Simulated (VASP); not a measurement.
# Bi (P6_3/mmc) in VASP: a series of runs

The runs below take Bi through single point, with PBEsol.

All numbers are computed with VASP 6.6.1; they aren't measurements. Logs are shortened: lines on timing, memory, paths and dates and some standing lists are left out, and cuts for length are marked.

## 1. The cell of the first run

It takes space group P6_3/mmc (No. 194, hexagonal). Conventional cell: a = 4.675 Å, b = 4.675 Å, c = 11.474 Å, α = 90.00°, β = 90.00°, γ = 120.00°.

This isn't the form of Bi at room conditions, which is rhombohedral.

## 2. Single point, PBEsol (strain +0.030 along x and y, -0.030 along z)

File INCAR:

```
ALGO = Fast
EDIFF = 1E-6
ENCUT = 520
GGA = PS
ISIF = 2
ISMEAR = 0
LASPH = T
LCHARG = F
LREAL = F
LWAVE = F
NBANDS = 22
NELM = 60
PREC = Accurate
SIGMA = 0.15
```

File KPOINTS:

```
k-points
0
Gamma
  12 12 4
```

File POSCAR:

```
Bi
1.0
    4.6751703087      0.0000000000      0.0000000000
   -2.3375851544      4.0488162543      0.0000000000
    0.0000000000      0.0000000000     11.4741300000
Bi
2
Direct
    0.3333333333      0.6666666667      0.2500000000
    0.6666666667      0.3333333333      0.7500000000
```

Potentials or basis: VASP PAW PBE potentials, release 64 (Bi_d).

Launch:

```
> cat potpaw_PBE.64/Bi_d/POTCAR > POTCAR
> mpirun -np 1 vasp_std > vasp.out
```

OUTCAR:

```text
EDIFF = 1E-6
   ENCUT = 520
   GGA = PS
   ISIF = 2
   ISMEAR = 0
   LASPH = T
   LREAL = F
   NELM = 60
   PREC = Accurate

 ion  position               nearest neighbor table
   1  0.333  0.667  0.250-
   2  0.667  0.333  0.750-

  LATTYP: Found a hexagonal cell.
 ALAT       =     4.6751703087
 C/A-ratio  =     2.4542699500

  Lattice vectors:

 A1 = (   4.6751703087,   0.0000000000,   0.0000000000)
 A2 = (  -2.3375851544,   4.0488162543,   0.0000000000)
 A3 = (   0.0000000000,   0.0000000000,  11.4741300000)

Analysis of symmetry for initial positions (statically):
=====================================================================
 Subroutine PRICEL returns:
 Original cell was already a primitive cell.

 Routine SETGRP: Setting up the symmetry group for a
 hexagonal supercell.

 Subroutine GETGRP returns: Found 24 space group operations
 (whereof 12 operations were pure point group operations)
 out of a pool of 24 trial point group operations.

The static configuration has the point symmetry D_3d.
 The point group associated with its full space group is D_6h.

Analysis of symmetry for dynamics (positions and initial velocities):
=====================================================================
 Subroutine PRICEL returns:
 Original cell was already a primitive cell.

 Routine SETGRP: Setting up the symmetry group for a
 hexagonal supercell.

 Subroutine GETGRP returns: Found 24 space group operations
 (whereof 12 operations were pure point group operations)
 out of a pool of 24 trial point group operations.

The dynamic configuration has the point symmetry D_3d.
 The point group associated with its full space group is D_6h.

 Subroutine INISYM returns: Found 24 space group operations
 (whereof 12 operations are pure point group operations),
 and found     1 'primitive' translations

----------------------------------------------------------------------------------------

                                     Primitive cell

  volume of cell :     217.1927

  direct lattice vectors                    reciprocal lattice vectors
     4.675170309  0.000000000  0.000000000     0.213895951  0.123492885  0.000000000
    -2.337585154  4.048816254  0.000000000     0.000000000  0.246985770  0.000000000
     0.000000000  0.000000000 11.474130000     0.000000000  0.000000000  0.087152577

  length of vectors
     4.675170309  4.675170309 11.474130000     0.246985770  0.246985770  0.087152577

  position of ions in fractional coordinates (direct lattice)
     0.333333333  0.666666667  0.250000000
     0.666666667  0.333333333  0.750000000

  ion indices of the primitive-cell ions
   primitive index   ion index
                 1           1
                 2           2

----------------------------------------------------------------------------------------

 KPOINTS: k-points

Automatic generation of k-mesh.
 Grid dimensions read from file:
 generate k-points for:   12   12    4

 Generating k-lattice:

  Cartesian coordinates                     Fractional coordinates (reciprocal lattice)
     0.017824663  0.010291074  0.000000000     0.083333333  0.000000000  0.000000000
     0.000000000  0.020582147  0.000000000     0.000000000  0.083333333  0.000000000
     0.000000000  0.000000000  0.021788144     0.000000000  0.000000000  0.250000000

  Length of vectors
     0.020582147  0.020582147  0.021788144

  Shift w.r.t. Gamma in fractional coordinates (k-lattice)
     0.000000000  0.000000000  0.000000000

 Subroutine IBZKPT returns following result:
 ===========================================

 Found     57 irreducible k-points:

 Following reciprocal coordinates:
            Coordinates               Weight
  0.000000  0.000000  0.000000      1.000000
  0.083333  0.000000  0.000000      6.000000
  0.166667  0.000000  0.000000      6.000000
  0.250000  0.000000  0.000000      6.000000
  0.333333  0.000000  0.000000      6.000000
  0.416667  0.000000  0.000000      6.000000
[... 16 lines left out ...]
  0.250000  0.000000  0.250000     12.000000
  0.333333  0.000000  0.250000     12.000000
 [... further k-points ...]
   k-points           NKPTS =     57   k-points in BZ     NKDIM =     57   number of bands    NBANDS=     22
   number of dos      NEDOS =    301   number of ions     NIONS =      2
   total plane-waves  NPLWV = 116640
   dimension x,y,z NGX =    36 NGY =   36 NGZ =   90
   dimension x,y,z NGXF=    72 NGYF=   72 NGZF=  180
   ions per type =               2
   NGX,Y,Z   is equivalent  to a cutoff of  12.80, 12.80, 13.04 a.u.
   NGXF,Y,Z  is equivalent  to a cutoff of  25.60, 25.60, 26.08 a.u.
 SYSTEM =  unknown system
   PREC   = accura    normal or accurate (medium, high low for compatibility)
   ISTART =      0    job   : 0-new  1-cont  2-samecut
   ICHARG =      2    charge: 1-file 2-atom 10-const
   ISPIN  =      1    spin polarized calculation?
   LNONCOLLINEAR =      F non collinear calculations
   LSORBIT =      F    spin-orbit coupling
   LASPH  =      T    aspherical Exc in radial PAW
   ENCUT  =  520.0 eV  38.22 Ry    6.18 a.u.   8.69  8.69 21.33*2*pi/ulx,y,z
   NELM   =     60;   NELMIN=  2; NELMDL= -5     # of ELM steps
   EDIFF  = 0.1E-05   stopping-criterion for ELM
   LREAL  =      F    real-space projection
   EDIFFG = 0.1E-04   stopping-criterion for IOM
   NSW    =      0    number of steps for IOM
   IBRION =     -1    ionic relax: 0-MD 1-quasi-New 2-CG
   NFREE  =      0    steps in history (QN), initial steepest desc. (CG)
   ISIF   =      2    stress and relaxation
   ISYM   =      2    0-nonsym 1-usesym 2-fastsym
   POTIM  = 0.5000    time-step for ionic-motion
   TEBEG  =    0.0;   TEEND  =   0.0 temperature during run
   PSTRESS=    0.0 pullay stress
   NELECT =      30.0000    total number of electrons
   NUPDOWN=      -1.0000    fix difference up-down
   EMIN   =  10.00;   EMAX   =-10.00  energy-range for DOS
   EFERMI =   0.00;   METHOD = LEGACY
   ISMEAR =     0;   SIGMA  =   0.15  broadening in eV -4-tet -1-fermi 0-gaus
   EFERMI_NEDOS =   21; number of points for ismear=-14 and -15
   IALGO  =     68    algorithm
   IMIX   =      4    mixing-type and parameters
     AMIX     =   0.40;   BMIX     =  1.00
     AMIX_MAG =   1.60;   BMIX_MAG =  1.00
  volume/ion in A,a.u.               =     108.60       732.84
  Fermi-wavevector in a.u.,A,eV,Ry     =   0.846253  1.599186  9.743730  0.716144
  Thomas-Fermi vector in A             =   1.961571
   LORBIT       =      0    0 simple, 1 ext, 2 COOP (PROOUT), +10 PAW based schemes
   GGA     = PS    functional components
   LHFCALC =     F    Hartree Fock is set to
   AEXX    =    0.0000 exact exchange contribution
   IVDW    =     0    specifies the selected vdW correction
   LEPSILON=     F    determine dielectric tensor
   LRPA    =     F    only Hartree local field effects (RPA)
 non-spin polarized calculation
 RMM-DIIS sequential band-by-band and
 Gauss-broadening in eV      SIGMA  =   0.15
  energy-cutoff  :      520.00
  volume of cell :      217.19
 maximum number of plane-waves:      5879
 NGX is ok and might be reduce to    36
   NGX = 17   NGY = 17   NGZ = 43

 number of electron      30.0000008 magnetization

 Free energy of the ion-electron system (eV)
  ---------------------------------------------------
  ext. energy  EPLUGINS =         0.00000000
  ---------------------------------------------------
  free energy    TOTEN  =        -3.04881872 eV

  energy without entropy =       -2.94473954  energy(sigma->0) =       -2.99677913

 E-fermi :  -1.2466     XC(G=0):  -5.3890

 val. band max:       -1.2484690076   @ k =   0.3333   0.1667   0.0000
 cond. band min:      -1.2430076874   @ k =   0.1667   0.1667   0.2500
 fundamental gap:      0.0054613203
 Fermi energy:        -1.2465864927

 k-point     1 :       0.0000    0.0000    0.0000
  band No.  band energies     occupation
      1     -24.0433      2.00000
      2     -24.0433      2.00000
      3     -24.0433      2.00000
      4     -24.0433      2.00000
      5     -24.0275      2.00000
      6     -24.0275      2.00000
[... 14 lines left out ...]
     21       4.3999      0.00000
     22       4.7052      0.00000

 k-point     2 :       0.0833    0.0000    0.0000
  band No.  band energies     occupation
      1     -24.0433      2.00000
      2     -24.0433      2.00000
      3     -24.0430      2.00000
      4     -24.0429      2.00000
      5     -24.0276      2.00000
      6     -24.0276      2.00000
[... 14 lines left out ...]
     21       4.5973      0.00000
     22       4.6630      0.00000

 k-point     3 :       0.1667    0.0000    0.0000
  band No.  band energies     occupation
      1     -24.0433      2.00000
      2     -24.0433      2.00000
      3     -24.0421      2.00000
      4     -24.0420      2.00000
      5     -24.0279      2.00000
      6     -24.0279      2.00000
[... 14 lines left out ...]
     21       4.5236      0.00000
     22       4.9840      0.00000

 k-point     4 :       0.2500    0.0000    0.0000
  band No.  band energies     occupation
      1     -24.0433      2.00000
      2     -24.0433      2.00000
      3     -24.0408      2.00000
      4     -24.0408      2.00000
      5     -24.0283      2.00000
      6     -24.0283      2.00000
[... 14 lines left out ...]
     21       4.3023      0.00000
     22       4.9106      0.00000

 k-point     5 :       0.3333    0.0000    0.0000
  band No.  band energies     occupation
      1     -24.0433      2.00000
      2     -24.0433      2.00000
      3     -24.0396      2.00000
      4     -24.0396      2.00000
      5     -24.0287      2.00000
      6     -24.0287      2.00000
[... 417 lines left out ...]
 k-point    22 :       0.1667    0.0000    0.2500
  band No.  band energies     occupation
      1     -24.0433      2.00000
      2     -24.0433      2.00000
      3     -24.0421      2.00000
      4     -24.0420      2.00000
      5     -24.0279      2.00000
      6     -24.0279      2.00000
[... 14 lines left out ...]
     21       4.6572      0.00000
     22       4.9343      0.00000

 k-point    23 :       0.2500    0.0000    0.2500
  band No.  band energies     occupation
      1     -24.0433      2.00000
      2     -24.0433      2.00000
      3     -24.0408      2.00000
      4     -24.0408      2.00000
      5     -24.0283      2.00000
      6     -24.0283      2.00000
[... 14 lines left out ...]
     21       4.5311      0.00000
     22       4.8438      0.00000

 k-point    24 :       0.3333    0.0000    0.2500
  band No.  band energies     occupation
      1     -24.0433      2.00000
      2     -24.0433      2.00000
      3     -24.0396      2.00000
      4     -24.0396      2.00000
      5     -24.0287      2.00000
      6     -24.0287      2.00000
[... 14 lines left out ...]
     21       4.2330      0.00000
     22       4.5491      0.00000

 [... further k-points ...]

------------------------ aborting loop because EDIFF is reached ----------------------------------------

  FORCE on cell =-STRESS in cart. coord.  units (eV):
  Direction    XX          YY          ZZ          XY          YZ          ZX
  --------------------------------------------------------------------------------------
  -------------------------------------------------------------------------------------
  Total       -6.1782559     -6.1782559     -0.7354196      0.0000000      0.0000000      0.0000000
  in kB      -45.5754751    -45.5754751     -5.4250098      0.0000000      0.0000000      0.0000000
  external PRESSURE =     -32.1919866 kB  Pullay stress =       0.0000000 kB

 VOLUME and BASIS-vectors are now :
 -----------------------------------------------------------------------------
  energy-cutoff  :      520.00
  volume of cell :      217.19
      direct lattice vectors                 reciprocal lattice vectors
     4.675170309  0.000000000  0.000000000     0.213895951  0.123492885  0.000000000
    -2.337585154  4.048816254  0.000000000     0.000000000  0.246985770  0.000000000
     0.000000000  0.000000000 11.474130000     0.000000000  0.000000000  0.087152577

 POSITION                                       TOTAL-FORCE (eV/Angst)
 -----------------------------------------------------------------------------------
     -0.00000      2.69921      2.86853         0.000000      0.000000      0.000000
      2.33759      1.34961      8.60560        -0.000000      0.000000      0.000000
 -----------------------------------------------------------------------------------
    total drift:                                0.000000     -0.000000      0.000000

  FREE ENERGIE OF THE ION-ELECTRON SYSTEM (eV)
  ---------------------------------------------------
  free  energy   TOTEN  =        -3.0488187246 eV

  energy  without entropy=       -2.9447395390  energy(sigma->0) =       -2.99677913
```

It took 5.4 min on 1 thread of Intel Xeon Platinum 8375C at 2.90GHz (Ice Lake), shared host; peak memory 0.45 GiB.

What came out:

| Item | Value |
| --- | --- |
| Free energy | -3.0488 eV |
| Pressure | -3.2 GPa |
| Band gap on the k mesh | zero (bands 15 and 16 overlap by 1.85 eV) |

Stress tensor (GPa, compression positive):
```
-4.56  0.00  0.00
 0.00 -4.56  0.00
 0.00  0.00 -0.54
```

Levels at points of the mesh, in eV from the Fermi level:
```tsv
k point	band 12	band 13	band 14	band 15	band 16	band 17	band 18	band 19
(0.00, 0.00, 0.00)	-10.29	-0.79	-0.21	1.18	1.18	1.19	1.19	2.95
(0.50, 0.00, 0.00)	-10.04	-1.26	-1.21	0.02	0.19	0.58	0.62	4.74
(0.00, 0.00, 0.50)	-10.29	-0.54	-0.54	1.18	1.18	1.18	1.18	3.68
(0.50, 0.00, 0.50)	-10.04	-1.24	-1.24	0.11	0.11	0.60	0.60	4.59
```

Caveat: the cell differs from its parent crystal (strain +0.030 along x and y, -0.030 along z); the cell stands under tension; the PAW data sets were made with another functional, which shifts forces and pressure a little; spin-orbit coupling is left out, which moves the levels of the heavy elements.

## 3. Single point, PBEsol (strain +0.030 along x and y, +0.000 along z)

File INCAR:

```
ALGO = Fast ; EDIFF = 1E-6
ENCUT = 520 ; GGA = PS
ISIF = 2 ; ISMEAR = 0
LASPH = T ; LCHARG = F
LREAL = F ; LWAVE = F
NBANDS = 22 ; NELM = 100
PREC = Accurate ; SIGMA = 0.15
```

KPOINTS is that of step 2.

Changes to POSCAR since step 2:

```diff
@@ -4,3 +4,3 @@
    -2.3375851544      4.0488162543      0.0000000000
-    0.0000000000      0.0000000000     11.4741300000
+    0.0000000000      0.0000000000     11.8290000000
 Bi
```

Potentials or basis: VASP PAW PBE potentials, release 64 (Bi_d).

Launch:

```
> cat potpaw_PBE.64/Bi_d/POTCAR > POTCAR
> mpirun -np 1 vasp_std > vasp.out
```

Wall time 5.8 min (1 thread of Intel Xeon Platinum 8375C at 2.90GHz (Ice Lake), shared host); peak memory 0.46 GiB.

Results (log left out):

```yaml
Free_energy: -3.0302 eV
Pressure: -3.1 GPa
Band_gap_on_the_k_mesh: zero (bands 15 and 16 overlap by 1.85 eV)
```

Stress tensor (GPa, compression positive):
```
-4.44  0.00  0.00
 0.00 -4.44  0.00
 0.00  0.00 -0.38
```

Levels at points of the mesh, in eV from the Fermi level:
| k point | band 13 | band 14 | band 15 | band 16 | band 17 | band 18 |
| --- | --- | --- | --- | --- | --- | --- |
| (0.00, 0.00, 0.00) | -0.74 | -0.26 | 1.18 | 1.18 | 1.19 | 1.19 |
| (0.50, 0.00, 0.00) | -1.25 | -1.21 | 0.04 | 0.18 | 0.59 | 0.62 |
| (0.00, 0.00, 0.50) | -0.53 | -0.53 | 1.19 | 1.19 | 1.19 | 1.19 |
| (0.50, 0.00, 0.50) | -1.23 | -1.23 | 0.12 | 0.12 | 0.60 | 0.60 |

Caveat: the cell differs from its parent crystal (strain +0.030 along x and y, +0.000 along z); the cell stands under tension; the PAW data sets were made with another functional, which shifts forces and pressure a little; spin-orbit coupling is left out, which moves the levels of the heavy elements.

(Continued in part 2 of 2.)
